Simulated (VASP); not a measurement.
**WS2: single point with PBEsol**

The system is WS2.

```
W S
1.0
     1.59741    0.92227    6.27491
    -1.59741    0.92227    6.27491
     0.00000   -1.84453    6.27491
W S
1 2
Direct
  0.99933 0.99933 0.99933
  0.74796 0.74796 0.74796
  0.58401 0.58401 0.58401
```

This cell differs from its parent crystal: strain +0.015 along x and y, -0.015 along z.

* Program: VASP 6.6.1
* Task: single point
* Functional: PBEsol
* Potentials or basis: VASP PAW PBE potentials, release 64 (W_sv, S)
* Cutoff: 520 eV
* k mesh: 12 × 12 × 12
* Occupations: gaussian, width 0.05 eV
* Spin: no spin polarisation

```yaml
Pressure: -2.0 GPa
Largest_force: 0.150 eV/Å
Band_gap_on_the_k_mesh: 0.97 eV (least direct gap 1.71 eV)
```

Forces in eV/Å, atoms in the order of the input:
```
W    0.000  0.000  0.000
S    0.000  0.000  0.150
S    0.000  0.000 -0.149
```

Stress tensor (GPa, compression positive):
```
-3.64  0.00  0.00
 0.00 -3.64  0.00
 0.00  0.00  1.34
```

Levels at points of the mesh, in eV from the valence-band top:
| k point | band 11 | band 12 | band 13 | band 14 | band 15 | band 16 |
| --- | --- | --- | --- | --- | --- | --- |
| (0.00, 0.00, 0.00) | -2.46 | -1.61 | -1.08 | 2.11 | 2.11 | 2.46 |
| (0.50, 0.00, 0.00) | -2.52 | -2.00 | -1.71 | 2.08 | 2.48 | 3.48 |
| (0.50, 0.50, 0.00) | -3.02 | -2.14 | -1.58 | 2.04 | 2.57 | 3.11 |
| (0.50, 0.50, 0.50) | -2.43 | -2.43 | 0.00 | 2.19 | 2.19 | 2.35 |

Wall time 5.1 min on 1 thread of Intel(R) Xeon(R) 6975P-C (Granite Rapids), with other jobs on the host, peak memory 0.46 GiB.

Caveat: the cell differs from its parent crystal (strain +0.015 along x and y, -0.015 along z); the PAW data sets were made with another functional, which shifts forces and pressure a little; spin-orbit coupling is left out, which moves the levels of the heavy elements. A k mesh can miss the band edges.
